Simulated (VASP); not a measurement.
# HPb32Se32 (a cell with a defect) in VASP: single point with PBEsol

Aim: the single point of HPb32Se32 (a cell with a defect) with PBEsol.

Program: VASP 6.6.1. These are calculated values, not measurements. Logs are shortened: lines on timing, memory, paths and dates and some standing lists are left out, and cuts for length are marked.

### 1 The cell of the first run

The cell holds a defect, 65 atoms: a = 12.200 Å, b = 12.200 Å, c = 12.200 Å, α = 90.00°, β = 90.00°, γ = 90.00°.

### 2 Single point, PBEsol

INCAR

```
SYSTEM = HPb32Se32
PREC = Accurate ; ENCUT = 400
EDIFF = 1E-6 ; ISMEAR = -1
SIGMA = 0.05 ; LREAL = Auto
LASPH = .TRUE. ; NELM = 120
ALGO = Normal ; ISIF = 2
LWAVE = .FALSE. ; LCHARG = .TRUE.
GGA = PS ; LELF = .TRUE.
LVHAR = .TRUE. ; NBANDS = 358
NELECT = 640.0 ; ISYM = -1
GGA_COMPAT = .FALSE.
```

KPOINTS

```
explicit points
1
Reciprocal
  0.25000000   0.25000000   0.25000000 1
```

POSCAR

```
HPb32Se32
1.0
   12.2000000000      0.0000000000      0.0000000000
    0.0000000000     12.2000000000      0.0000000000
    0.0000000000      0.0000000000     12.2000000000
Se H Pb
32 1 32
Direct
    0.2464870000      0.9982940000      0.9975870000
    0.2474730000      0.9980200000      0.4975880000
    0.2449140000      0.4982390000      0.0027030000
    0.7464510000      0.9985690000      0.9965660000
    0.7474720000      0.9982950000      0.4966020000
    0.7448580000      0.4986340000      0.9949770000
    0.7526070000      0.4982410000      0.4950330000
    0.9962100000      0.2486130000      0.9977630000
    0.9983980000      0.2492850000      0.4978270000
    0.9967880000      0.7478260000      0.9983080000
    0.9987340000      0.7474640000      0.4983670000
    0.4958100000      0.2490390000      0.9947820000
    0.4978600000      0.2496920000      0.4946620000
    0.4963850000      0.7479970000      0.9952140000
    0.4982730000      0.7470190000      0.4951050000
    0.9976290000      0.9978550000      0.2477450000
    0.9961030000      0.9984640000      0.7474700000
    0.0013370000      0.4976560000      0.2514630000
    0.9905630000      0.4985610000      0.7505630000
    0.4973520000      0.9984680000      0.2462200000
    0.4957470000      0.9992370000      0.7458650000
    0.5004410000      0.4985610000      0.2406690000
    0.4878370000      0.4996610000      0.7379330000
    0.2477040000      0.2492790000      0.2485170000
    0.2445480000      0.2496920000      0.7479700000
    0.2482520000      0.7474580000      0.2488470000
    0.2449910000      0.7470220000      0.7483830000
    0.7476440000      0.2486150000      0.2463280000
    0.7446650000      0.2490400000      0.7459300000
    0.7481940000      0.7478290000      0.2469050000
    0.7451020000      0.7479970000      0.7465020000
    0.2483370000      0.4976950000      0.4984890000
    0.3364080000      0.5010630000      0.5865590000
    0.9954600000      0.9981830000      0.9978450000
    0.9963550000      0.9981800000      0.4974240000
    0.9919370000      0.4982290000      0.0022880000
    0.9900170000      0.4984950000      0.5039150000
    0.4970920000      0.9984750000      0.9952150000
    0.4985430000      0.9982630000      0.4956040000
    0.4970980000      0.4984010000      0.9905210000
    0.5171330000      0.4979140000      0.4837360000
    0.2456600000      0.2446660000      0.9980230000
    0.2476900000      0.2420250000      0.4978150000
    0.2465140000      0.7517540000      0.9984000000
    0.2480930000      0.7539800000      0.4982160000
    0.7457390000      0.2471770000      0.9958550000
    0.7478990000      0.2446700000      0.4957810000
    0.7464290000      0.7497200000      0.9965500000
    0.7482870000      0.7517490000      0.4966270000
    0.2473100000      0.9981840000      0.2464750000
    0.2454850000      0.9982550000      0.7486600000
    0.2537940000      0.4984970000      0.2401400000
    0.2336150000      0.4979130000      0.7672160000
    0.7477270000      0.9981830000      0.2455790000
    0.7450930000      0.9984760000      0.7472040000
    0.7521670000      0.4982340000      0.2420600000
    0.7404040000      0.4983940000      0.7472120000
    0.9973890000      0.2474930000      0.2475060000
    0.9938140000      0.2468670000      0.7478930000
    0.9979470000      0.7484170000      0.2480650000
    0.9945360000      0.7499200000      0.7486260000
    0.4977680000      0.2468740000      0.2439350000
    0.4943910000      0.2487880000      0.7445040000
    0.4985140000      0.7499200000      0.2446480000
    0.4949160000      0.7492190000      0.7450350000
```

Potentials or basis: VASP PAW PBE potentials, release 64 (Se, H, Pb_d).

Launch:

```sh
$ cat potpaw_PBE.64/Se/POTCAR potpaw_PBE.64/H/POTCAR potpaw_PBE.64/Pb_d/POTCAR > POTCAR
$ mpirun -np 1 vasp_std > vasp.out
```

OUTCAR:

```text
SYSTEM = HPb32Se32
   PREC = Accurate
   ENCUT = 400
   EDIFF = 1E-6
   ISMEAR = -1
   LREAL = Auto
   LASPH = .TRUE.
   NELM = 120
   ISIF = 2
   GGA = PS
   NELECT = 640.0
   ISYM = -1

 ion  position               nearest neighbor table
   1  0.246  0.998  0.998-  42 3.01  44 3.01  50 3.04  51 3.04  38 3.06  34 3.06
   2  0.247  0.998  0.498-  43 2.98  45 2.98  39 3.06  51 3.06  50 3.06  35 3.06
   3  0.245  0.498  0.003-  53 2.88  52 2.90  40 3.08  36 3.09  44 3.09  42 3.09
   4  0.746  0.999  0.997-  46 3.03  48 3.04  34 3.04  54 3.04  38 3.04  55 3.04
   5  0.747  0.998  0.497-  47 3.01  49 3.01  35 3.04  39 3.04  55 3.06  54 3.06
   6  0.745  0.499  0.995-  36 3.02  56 3.02  40 3.02  57 3.02  48 3.06  46 3.07
[... 23 lines left out ...]
  30  0.748  0.748  0.247-  56 3.05  64 3.05  49 3.05  60 3.05  54 3.05  48 3.05
  31  0.745  0.748  0.747-  61 3.04  57 3.05  49 3.05  48 3.05  65 3.05  55 3.06
  32  0.248  0.498  0.498-  33 1.52  43 3.12  45 3.13  37 3.15  52 3.15  53 3.28  41 3.28
  33  0.336  0.501  0.587-  32 1.52
  34  0.995  0.998  0.998-   4 3.04  16 3.05  10 3.05  17 3.05   8 3.06   1 3.06
  35  0.996  0.998  0.497-   5 3.04  16 3.05  17 3.05  11 3.06   9 3.06   2 3.06
  36  0.992  0.498  0.002-   6 3.02  18 3.04  10 3.05   8 3.05  19 3.07   3 3.09  53 4.11  56 4.14

  37  0.990  0.498  0.504-   7 2.90  19 3.01  11 3.04   9 3.04  18 3.08  32 3.15
  38  0.497  0.998  0.995-  21 3.04   4 3.04  14 3.06  12 3.06   1 3.06  20 3.06
  39  0.499  0.998  0.496-   5 3.04  20 3.04  21 3.05   2 3.06  15 3.07  13 3.07
  40  0.497  0.498  0.991-   6 3.02  12 3.04  14 3.05  22 3.05   3 3.08  23 3.08
  41  0.517  0.498  0.484-   7 2.88  22 2.97  13 3.04  15 3.05  23 3.12  32 3.28  56 4.11
  42  0.246  0.245  0.998-   1 3.01   8 3.04  25 3.05  12 3.05  24 3.06   3 3.09
  43  0.248  0.242  0.498-   2 2.98   9 3.04  24 3.04  25 3.05  13 3.05  32 3.12
  44  0.247  0.752  0.998-   1 3.01  10 3.05  14 3.05  27 3.05  26 3.06   3 3.09
  45  0.248  0.754  0.498-   2 2.98  11 3.04  26 3.04  27 3.05  15 3.05  32 3.13
  46  0.746  0.247  0.996-   4 3.03  29 3.05  12 3.05   8 3.06  28 3.06   6 3.07
  47  0.748  0.245  0.496-   5 3.01  28 3.04  13 3.05  29 3.05   9 3.06   7 3.09
  48  0.746  0.750  0.997-   4 3.04  14 3.05  31 3.05  30 3.05  10 3.05   6 3.06
  49  0.748  0.752  0.497-   5 3.01  30 3.05  31 3.05  15 3.05  11 3.06   7 3.09
  50  0.247  0.998  0.246-   1 3.04  16 3.05  20 3.05  26 3.06  24 3.06   2 3.06
  51  0.245  0.998  0.749-   1 3.04  17 3.04  21 3.05   2 3.06  27 3.07  25 3.07
  52  0.254  0.498  0.240-   3 2.90  22 3.01  26 3.04  24 3.04  18 3.08  32 3.15
  53  0.234  0.498  0.767-   3 2.88  19 2.97  25 3.04  27 3.05  23 3.12  32 3.28  36 4.11
  54  0.748  0.998  0.246-   4 3.04  16 3.05  30 3.05  20 3.05  28 3.06   5 3.06
  55  0.745  0.998  0.747-  21 3.04   4 3.04  31 3.06  29 3.06   5 3.06  17 3.06
  56  0.752  0.498  0.242-   6 3.02  18 3.04  30 3.05  28 3.05  22 3.07   7 3.09  41 4.11  36 4.14

  57  0.740  0.498  0.747-   6 3.02  29 3.04  31 3.05  19 3.05   7 3.08  23 3.08
  58  0.997  0.247  0.248-  16 3.05   8 3.05  28 3.05  18 3.05  24 3.05   9 3.05
  59  0.994  0.247  0.748-  17 3.03  29 3.04   8 3.05   9 3.05  25 3.06  19 3.07
  60  0.998  0.748  0.248-  16 3.04  30 3.05  10 3.05  11 3.05  26 3.05  18 3.06
  61  0.995  0.750  0.749-  17 3.03  31 3.04  10 3.05  11 3.05  27 3.06  19 3.07
  62  0.498  0.247  0.244-  20 3.03  12 3.04  28 3.05  24 3.05  13 3.06  22 3.07
  63  0.494  0.249  0.745-  21 3.04  13 3.05  25 3.05  29 3.05  12 3.05  23 3.06
  64  0.499  0.750  0.245-  20 3.03  14 3.04  30 3.05  26 3.05  15 3.06  22 3.07
  65  0.495  0.749  0.745-  23 3.05  27 3.05  15 3.05  21 3.05  14 3.05  31 3.05

IMPORTANT INFORMATION: All symmetrisations will be switched off!
NOSYMM: (Re-)initialisation of all symmetry stuff for point group C_1.

----------------------------------------------------------------------------------------

                                     Primitive cell

  volume of cell :    1815.8480

  direct lattice vectors                    reciprocal lattice vectors
    12.200000000  0.000000000  0.000000000     0.081967213  0.000000000  0.000000000
     0.000000000 12.200000000  0.000000000     0.000000000  0.081967213  0.000000000
     0.000000000  0.000000000 12.200000000     0.000000000  0.000000000  0.081967213

  length of vectors
    12.200000000 12.200000000 12.200000000     0.081967213  0.081967213  0.081967213

  position of ions in fractional coordinates (direct lattice)
     0.246487000  0.998294000  0.997587000
     0.247473000  0.998020000  0.497588000
     0.244914000  0.498239000  0.002703000
     0.746451000  0.998569000  0.996566000
     0.747472000  0.998295000  0.496602000
     0.744858000  0.498634000  0.994977000
[... 57 lines left out ...]
     0.498514000  0.749920000  0.244648000
     0.494916000  0.749219000  0.745035000

  ion indices of the primitive-cell ions
   primitive index   ion index
                 1           1
                 2           2
                 3           3
                 4           4
                 5           5
                 6           6
[... 57 lines left out ...]
                64          64
                65          65

----------------------------------------------------------------------------------------

 KPOINTS: explicit points

Read explicit list of k-points.

 Found      1 k-points:

 Following reciprocal coordinates:
            Coordinates               Weight
  0.250000  0.250000  0.250000      1.000000
   k-points           NKPTS =      1   k-points in BZ     NKDIM =      1   number of bands    NBANDS=    358
   number of dos      NEDOS =    301   number of ions     NIONS =     65
   total plane-waves  NPLWV = 512000
   dimension x,y,z NGX =    80 NGY =   80 NGZ =   80
   dimension x,y,z NGXF=   160 NGYF=  160 NGZF=  160
   ions per type =              32   1  32
   NGX,Y,Z   is equivalent  to a cutoff of  10.90, 10.90, 10.90 a.u.
   NGXF,Y,Z  is equivalent  to a cutoff of  21.80, 21.80, 21.80 a.u.
 SYSTEM =  HPb32Se32
   PREC   = accura    normal or accurate (medium, high low for compatibility)
   ISTART =      0    job   : 0-new  1-cont  2-samecut
   ICHARG =      2    charge: 1-file 2-atom 10-const
   ISPIN  =      1    spin polarized calculation?
   LNONCOLLINEAR =      F non collinear calculations
   LSORBIT =      F    spin-orbit coupling
   LASPH  =      T    aspherical Exc in radial PAW
   ENCUT  =  400.0 eV  29.40 Ry    5.42 a.u.  19.90 19.90 19.90*2*pi/ulx,y,z
   NELM   =    120;   NELMIN=  2; NELMDL= -5     # of ELM steps
   EDIFF  = 0.1E-05   stopping-criterion for ELM
   LREAL  =      T    real-space projection
   EDIFFG = 0.1E-04   stopping-criterion for IOM
   NSW    =      0    number of steps for IOM
   IBRION =     -1    ionic relax: 0-MD 1-quasi-New 2-CG
   NFREE  =      0    steps in history (QN), initial steepest desc. (CG)
   ISIF   =      2    stress and relaxation
   ISYM   =     -1    0-nonsym 1-usesym 2-fastsym
   POTIM  = 0.5000    time-step for ionic-motion
   TEBEG  =    0.0;   TEEND  =   0.0 temperature during run
   PSTRESS=    0.0 pullay stress
   NELECT =     640.0000    total number of electrons
   NUPDOWN=      -1.0000    fix difference up-down
   EMIN   =  10.00;   EMAX   =-10.00  energy-range for DOS
   EFERMI =   0.00;   METHOD = LEGACY
   ISMEAR =    -1;   SIGMA  =   0.05  broadening in eV -4-tet -1-fermi 0-gaus
   EFERMI_NEDOS =   21; number of points for ismear=-14 and -15
   IALGO  =     38    algorithm
   IMIX   =      4    mixing-type and parameters
     AMIX     =   0.40;   BMIX     =  1.00
     AMIX_MAG =   1.60;   BMIX_MAG =  1.00
  volume/ion in A,a.u.               =      27.94       188.52
  Fermi-wavevector in a.u.,A,eV,Ry     =   1.156401  2.185280 18.194560  1.337262
  Thomas-Fermi vector in A             =   2.293021
   LORBIT       =      0    0 simple, 1 ext, 2 COOP (PROOUT), +10 PAW based schemes
   GGA     = PS    functional components
   LHFCALC =     F    Hartree Fock is set to
   AEXX    =    0.0000 exact exchange contribution
   IVDW    =     0    specifies the selected vdW correction
   LEPSILON=     F    determine dielectric tensor
   LRPA    =     F    only Hartree local field effects (RPA)
 non-spin polarized calculation
  energy-cutoff  :      400.00
  volume of cell :     1815.85
 maximum number of plane-waves:     33005
 NGX is ok and might be reduce to    80
   NGX = 39   NGY = 39   NGZ = 39

 number of electron     639.9999932 magnetization

 Free energy of the ion-electron system (eV)
  ---------------------------------------------------
  ext. energy  EPLUGINS =         0.00000000
  ---------------------------------------------------
  free energy    TOTEN  =      -293.35910796 eV

  energy without entropy =     -293.35910026  energy(sigma->0) =     -293.35910411

 E-fermi :   5.2837     XC(G=0):  -9.7642

 val. band max:        4.5895499986   @ k =   0.2500   0.2500   0.2500
 cond. band min:       5.9291595428   @ k =   0.2500   0.2500   0.2500
 fundamental gap:      1.3396095442
 Fermi energy:         5.2836758693

 k-point     1 :       0.2500    0.2500    0.2500
  band No.  band energies     occupation
      1     -11.9471      2.00000
      2     -11.9225      2.00000
      3     -11.8969      2.00000
      4     -11.8831      2.00000
      5     -11.8751      2.00000
      6     -11.8576      2.00000
[... 324 lines left out ...]
    331       6.6894      0.00000
    332       6.6976      0.00000
 [bands above 332 left out]

------------------------ aborting loop because EDIFF is reached ----------------------------------------

  FORCE on cell =-STRESS in cart. coord.  units (eV):
  Direction    XX          YY          ZZ          XY          YZ          ZX
  --------------------------------------------------------------------------------------
  -------------------------------------------------------------------------------------
  Total       -7.0430717     -8.6295231     -7.0528234     -0.2879845     -0.2930506     -1.9092437
  in kB       -6.2143141     -7.6140879     -6.2229183     -0.2540974     -0.2585673     -1.6845832
  external PRESSURE =      -6.6837734 kB  Pullay stress =       0.0000000 kB

 VOLUME and BASIS-vectors are now :
 -----------------------------------------------------------------------------
  energy-cutoff  :      400.00
  volume of cell :     1815.85
      direct lattice vectors                 reciprocal lattice vectors
    12.200000000  0.000000000  0.000000000     0.081967213  0.000000000  0.000000000
     0.000000000 12.200000000  0.000000000     0.000000000  0.081967213  0.000000000
     0.000000000  0.000000000 12.200000000     0.000000000  0.000000000  0.081967213

 POSITION                                       TOTAL-FORCE (eV/Angst)
 -----------------------------------------------------------------------------------
      3.00714     12.17919     12.17056        -0.002288     -0.004503     -0.004065
      3.01917     12.17584      6.07057         0.001202     -0.003062      0.000681
      2.98795      6.07852      0.03298        -0.003867     -0.003755      0.001060
      9.10670     12.18254     12.15811        -0.003014     -0.008491     -0.000322
      9.11916     12.17920      6.05854        -0.003226     -0.003848     -0.003978
      9.08727      6.08333     12.13872         0.000093     -0.003538     -0.000852
[... 57 lines left out ...]
      6.08187      9.14902      2.98471         0.000468      0.002350      0.001115
      6.03798      9.14047      9.08943         0.001061     -0.001700      0.001093
 -----------------------------------------------------------------------------------
    total drift:                               -0.026365     -0.038684     -0.036836

  FREE ENERGIE OF THE ION-ELECTRON SYSTEM (eV)
  ---------------------------------------------------
  free  energy   TOTEN  =      -293.3591079617 eV

  energy  without entropy=     -293.3591002635  energy(sigma->0) =     -293.35910411
```

Run time: 14 min. Hardware: 1 thread of Intel Xeon Platinum 8259CL at 2.50GHz (Skylake/Cascade Lake), shared host; peak memory 1.1 GiB.

Results:

```
Free energy   : -293.3591 eV
Largest force : 0.020 eV/Å
```

Forces on the atoms (eV/Å):
```
Se  -0.002 -0.005 -0.004
Se   0.001 -0.003  0.001
Se  -0.004 -0.004  0.001
Se  -0.003 -0.008  0.000
Se  -0.003 -0.004 -0.004
Se   0.000 -0.004 -0.001
Se  -0.002 -0.005 -0.003
Se  -0.001 -0.002 -0.002
Se   0.003  0.004  0.003
Se  -0.003  0.001 -0.001
Se   0.003  0.003 -0.002
Se   0.001  0.000  0.000
Se  -0.001  0.003 -0.005
Se  -0.003 -0.003 -0.005
Se  -0.005 -0.004 -0.004
Se  -0.001  0.001 -0.002
Se  -0.002 -0.002 -0.002
Se   0.000  0.003  0.002
Se  -0.002  0.003  0.001
Se  -0.002 -0.002 -0.002
Se  -0.002 -0.006 -0.004
Se   0.002  0.004 -0.002
Se  -0.007  0.004 -0.009
Se   0.001  0.006  0.004
Se  -0.005  0.000 -0.001
Se   0.002  0.003  0.002
Se  -0.004 -0.002 -0.004
Se  -0.002 -0.001 -0.002
Se  -0.001  0.000  0.001
Se  -0.003  0.000 -0.002
Se  -0.003 -0.003 -0.004
Se  -0.012  0.005 -0.014
H    0.013 -0.001  0.012
Pb   0.001  0.000 -0.001
Pb   0.005 -0.001  0.004
Pb   0.003  0.001  0.001
Pb  -0.001  0.000 -0.004
Pb   0.001  0.000  0.004
Pb   0.000  0.004  0.002
Pb  -0.001  0.001 -0.001
Pb   0.003  0.003  0.011
Pb   0.001  0.004 -0.003
Pb   0.001 -0.005  0.001
Pb   0.004 -0.003  0.007
Pb   0.001  0.003  0.001
Pb   0.001 -0.002  0.001
Pb  -0.002  0.004  0.001
Pb   0.002  0.003  0.002
Pb   0.007 -0.003  0.004
Pb   0.004 -0.002  0.005
Pb   0.002  0.005  0.000
Pb  -0.004 -0.001 -0.001
Pb   0.010  0.003  0.005
Pb  -0.001  0.000  0.001
Pb   0.004  0.000  0.002
Pb   0.001  0.000  0.003
Pb  -0.001  0.002  0.000
Pb  -0.002  0.003 -0.001
Pb   0.002 -0.003  0.004
Pb   0.002 -0.003  0.002
Pb   0.001  0.002  0.001
Pb   0.004 -0.003  0.002
Pb  -0.002  0.006 -0.001
Pb   0.000  0.002  0.001
Pb   0.001 -0.002  0.001
```

Caveat: the cell carries a net charge on a neutralising background, which shifts energy and pressure; the cell is charged against a uniform background, so pressure and absolute levels hang on convention; the PAW data sets were made with another functional, which shifts forces and pressure a little; spin-orbit coupling is left out, which moves the levels of the heavy elements.
